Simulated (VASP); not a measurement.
# Nb2PdSe4 (P-4m2) in VASP: a series of runs, part 2 of 2

VASP 6.6.1. Earlier steps stand in the parts before.

## Step 3: Relaxation of cell and atoms, PBE

This run uses another cell than the first one, of 22.98 Å³/atom, 1.194 times its volume.

Input file INCAR:

```
SYSTEM = Nb2PdSe4
PREC = Accurate
ENCUT = 600
EDIFF = 1E-6
ISMEAR = 0
SIGMA = 0.15
LREAL = .False.
LASPH = .True.
NELM = 60
ALGO = Normal
ISIF = 3
LWAVE = .False.
LCHARG = .False.
GGA = PE
IBRION = 2
NSW = 36
EDIFFG = -0.08
```

Input file KPOINTS:

```
Automatic mesh
0
Gamma
  3 3 2
  0 0 0
```

Input file POSCAR:

```
Nb2PdSe4
1.0
    4.0350756300      0.0000000000      0.0000000000
    0.0000000000      4.0350756300      0.0000000000
    0.0000000000      0.0000000000      9.8811680400
Nb Pd Se
2 1 4
Direct
    0.5000000000      0.0000000000      0.7644950700
    0.0000000000      0.5000000000      0.2355049300
    0.5000000000      0.5000000000      0.5000000000
    0.5000000000      0.0000000000      0.3280061800
    0.0000000000      0.5000000000      0.6719938200
    0.5000000000      0.5000000000      0.0000000000
    0.0000000000      0.0000000000      0.0000000000
```

Potentials or basis: VASP PAW PBE potentials, release 64 (Nb_sv, Pd, Se).

Run with:

```
cat potpaw_PBE.64/Nb_sv/POTCAR potpaw_PBE.64/Pd/POTCAR potpaw_PBE.64/Se/POTCAR > POTCAR
mpirun -np 1 vasp_std > vasp.out
```

OUTCAR:

```text
SYSTEM = Nb2PdSe4
   PREC = Accurate
   ENCUT = 600
   EDIFF = 1E-6
   ISMEAR = 0
   LREAL = .False.
   LASPH = .True.
   NELM = 60
   ISIF = 3
   GGA = PE
   IBRION = 2
   NSW = 36
   EDIFFG = -0.08

 ion  position               nearest neighbor table
   1  0.500  0.000  0.764-
   2  0.000  0.500  0.236-
   3  0.500  0.500  0.500-   4 2.64   5 2.64   4 2.64   5 2.64
   4  0.500  0.000  0.328-   3 2.64   3 2.64
   5  0.000  0.500  0.672-   3 2.64   3 2.64
   6  0.500  0.500  0.000-
   7  0.000  0.000  0.000-

  LATTYP: Found a simple tetragonal cell.
 ALAT       =     4.0350756300
 C/A-ratio  =     2.4488185467

  Lattice vectors:

 A1 = (   4.0350756300,   0.0000000000,   0.0000000000)
 A2 = (   0.0000000000,   4.0350756300,   0.0000000000)
 A3 = (   0.0000000000,   0.0000000000,   9.8811680400)

Analysis of symmetry for initial positions (statically):
[... 283 lines left out ...]

  energy  without entropy=      -40.0878345481  energy(sigma->0) =      -40.13474011

[... ionic steps 4 to 8 ...]

--------------------------------------- Ionic step        9  -------------------------------------------

 number of electron      60.0000001 magnetization

------------------------ aborting loop because EDIFF is reached ----------------------------------------
[... 77 lines left out ...]
--------------------------------------- Ionic step       11  -------------------------------------------

 number of electron      59.9999999 magnetization

 Free energy of the ion-electron system (eV)
  ---------------------------------------------------
  ext. energy  EPLUGINS =         0.00000000
  ---------------------------------------------------
  free energy    TOTEN  =       -41.25106374 eV

  energy without entropy =      -41.18463897  energy(sigma->0) =      -41.21785135

 E-fermi :   8.1645     XC(G=0): -11.1539

 val. band max:        8.1614414826   @ k =   0.3333   0.0000   0.0000
 cond. band min:       8.2587748424   @ k =   0.3333   0.0000   0.5000
 fundamental gap:      0.0973333598
 Fermi energy:         8.1644548045

 k-point     1 :       0.0000    0.0000    0.0000
  band No.  band energies     occupation
      1     -47.6823      2.00000
      2     -47.6815      2.00000
      3     -23.7847      2.00000
      4     -23.7569      2.00000
      5     -23.7566      2.00000
      6     -23.7566      2.00000
[... 257 lines left out ...]
  FREE ENERGIE OF THE ION-ELECTRON SYSTEM (eV)
  ---------------------------------------------------
  free  energy   TOTEN  =       -41.2510637378 eV

  energy  without entropy=      -41.1846389694  energy(sigma->0) =      -41.21785135

 reached required accuracy - stopping structural energy minimisation
```

CONTCAR:

```text
Nb2PdSe4
   1.00000000000000
     4.0838351717139822   -0.0000000000000000   -0.0000000000000000
     0.0000000000000000    4.0838351717139822   -0.0000000000000000
    -0.0000000000000000    0.0000000000000000    8.0675788988870352
  Nb              Pd              Se
     2     1     4
Direct
     0.5000000000000000    0.0000000000000000    0.7866550561131638
     0.0000000000000000    0.5000000000000000    0.2133449438868362
     0.5000000000000000    0.5000000000000000    0.5000000000000000
     0.5000000000000000    1.0000000000000000    0.3148107457490265
     0.0000000000000000    0.5000000000000000    0.6851892542509735
     0.5000000000000000    0.5000000000000000    0.0000000000000000
     1.0000000000000000    0.0000000000000000    0.0000000000000000

  0.00000000E+00  0.00000000E+00  0.00000000E+00
  0.00000000E+00  0.00000000E+00  0.00000000E+00
  0.00000000E+00  0.00000000E+00  0.00000000E+00
  0.00000000E+00  0.00000000E+00  0.00000000E+00
  0.00000000E+00  0.00000000E+00  0.00000000E+00
  0.00000000E+00  0.00000000E+00  0.00000000E+00
  0.00000000E+00  0.00000000E+00  0.00000000E+00
```

Run time: 5.2 min. Hardware: 1 thread of Intel Xeon Platinum 8375C at 2.90GHz (Ice Lake), shared host; peak memory 0.31 GiB.

What came out:

- Free energy: -41.2511 eV
- Relaxed volume: 19.22 Å³/atom
- Relaxed cell: a = 4.084 Å, b = 4.084 Å, c = 8.068 Å, α = 90.00°, β = 90.00°, γ = 90.00°
- Space group after relaxing (to 0.05 Å): P-4m2 (No. 115)
- Energy gained by relaxing: 387.6 meV/atom
- Ionic steps: 11
- Pressure after relaxing: 0.4 GPa
- Largest force after relaxing: 0.071 eV/Å
- Band gap on the k mesh: zero (band 30 reaches 8.33 eV, above the bottom of band 31 at 7.92 eV)

Forces on the atoms (eV/Å):
```
Nb   0.000  0.000  0.071
Nb   0.000  0.000 -0.071
Pd   0.000  0.000  0.000
Se   0.000  0.000 -0.050
Se   0.000  0.000  0.050
Se   0.000  0.000  0.000
Se   0.000  0.000  0.000
```

The path:
```tsv
step	energy change (eV)	largest force (eV/Å)	pressure (GPa)	volume (Å³)
1	0.0000	0.9779	-12.10	160.88
2	-1.5049	1.3176	10.60	123.57
3	-1.6435	1.4344	3.26	130.47
4	-2.3360	0.6926	6.26	127.02
5	-2.4127	0.2477	9.99	124.72
6	-2.5340	0.5501	-3.82	140.83
7	-2.6798	0.2484	1.30	133.54
8	-2.7067	0.1613	0.10	134.63
9	-2.7077	0.2317	-0.18	134.89
10	-2.7117	0.1483	0.11	134.71
11	-2.7129	0.0708	0.38	134.55
```

Final structure:
```
CELL_PARAMETERS angstrom
4.08384 0.00000 0.00000
0.00000 4.08384 0.00000
0.00000 0.00000 8.06758
ATOMIC_POSITIONS crystal
Nb 0.50000 0.00000 0.78666
Nb 0.00000 0.50000 0.21334
Pd 0.50000 0.50000 0.50000
Se 0.50000 0.00000 0.31481
Se 0.00000 0.50000 0.68519
Se 0.50000 0.50000 0.00000
Se 0.00000 0.00000 0.00000
```

Caveat: the k points lie up to 0.51 Å⁻¹ apart in the final cell; the volume moved by over 15 % at a fixed basis, so the end points are rough; the relaxation stopped at a loose force limit of 0.08 eV/Å, so its end isn't a converged minimum.
